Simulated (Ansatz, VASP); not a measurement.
## SrCl2 in VASP and in Ansatz

The input INCAR:

```
PREC     = Accurate       # precision mode
ENCUT    = 520            # plane-wave cutoff, eV
EDIFF    = 1E-6           # SCF threshold, eV
ISMEAR   = -1             # smearing method
SIGMA    = 0.02           # smearing width, eV
LREAL    = F              # projectors in reciprocal space
LASPH    = T              # aspherical terms in the spheres
NELM     = 80             # most SCF steps
ALGO     = Normal         # electronic algorithm
ISIF     = 2              # what is computed and relaxed
LWAVE    = F              # write WAVECAR
LCHARG   = F              # write CHGCAR
GGA      = PE             # functional
NBANDS   = 19             # bands
```

File KPOINTS:

```
Automatic mesh
0
Gamma
  8 8 8
```

The input POSCAR:

```
SrCl2
1.0
    2.0857437515      1.2042047164      6.1350485037
   -2.0857437515      1.2042047164      6.1350485037
    0.0000000000     -2.4084094327      6.1350485037
Sr Cl
1 2
Direct
    0.0002014278      0.0002014278      0.0002014278
    0.4227725643      0.4227725643      0.4227725643
    0.2436926746      0.2436926746      0.2436926746
```

Input for Ansatz:

```yaml
crystal:
  lattice:
    - [2.0857437515, 1.2042047164, 6.1350485037]
    - [-2.0857437515, 1.2042047164, 6.1350485037]
    - [0.0, -2.4084094327, 6.1350485037]
  atoms:
    - { symbol: Sr, position: [0.0002014278, 0.0002014278, 0.0002014278] }
    - { symbol: Cl, position: [0.4227725643, 0.4227725643, 0.4227725643] }
    - { symbol: Cl, position: [0.2436926746, 0.2436926746, 0.2436926746] }
kpoints:
  mp_grid: { grid: [8, 8, 8] }
  band_path:
    path:
      - [[0.0, 0.0, 0.0], [-0.5, -0.5, -0.5], [-0.5, -0.1923513010142, -0.8076486989858]]
      - [[-0.1923513010142, 0.1923513010142, -0.5], [-1.01748079264e-16, 3.960990657883e-17, -0.5], [0.0, 0.0, 0.0], [-2.144372040496e-16, 0.3461756505071, -0.3461756505071]]
      - [[-0.3461756505071, 7.921981315765e-17, -0.6538243494929], [-0.5, 1.498988060791e-16, -0.5], [0.0, 0.0, 0.0]]
    npoints: 10
hamiltonian:
  xc: pbe
scf:
  occupations: { method: fermi_dirac, width: 0.02 }
  n_extra_bands: 4
output:
  forces: true
  stress: true
  eigenvalues: true
```

Alike in both runs: task single point; functional PBE; k mesh 8 × 8 × 8; occupations fermi-dirac, width 0.02 eV; no spin polarisation.

|  | VASP | Ansatz |
| --- | --- | --- |
| version | VASP 6.6.1 | Ansatz 0.2.0 |
| potentials or method | VASP PAW PBE potentials, release 64 (Sr_sv, Cl) | plane waves, PAW |
| plane-wave cutoff (eV) | 520 | 420 |
| valence electrons in the cell | 24 | 24 |

```csv
,VASP,Ansatz,Ansatz less VASP
gap on the k mesh at the Fermi level (eV),4.35,4.34,-0.011
pressure (GPa),1.3,1.2,-0.09
rms of the force components (eV/Å),0.002,0.012,+0.0098
```

Atom by atom the forces differ by 0.011 eV/Å (rms over components). With one functional, cell and mesh, what is left measures potentials, basis and numerics.
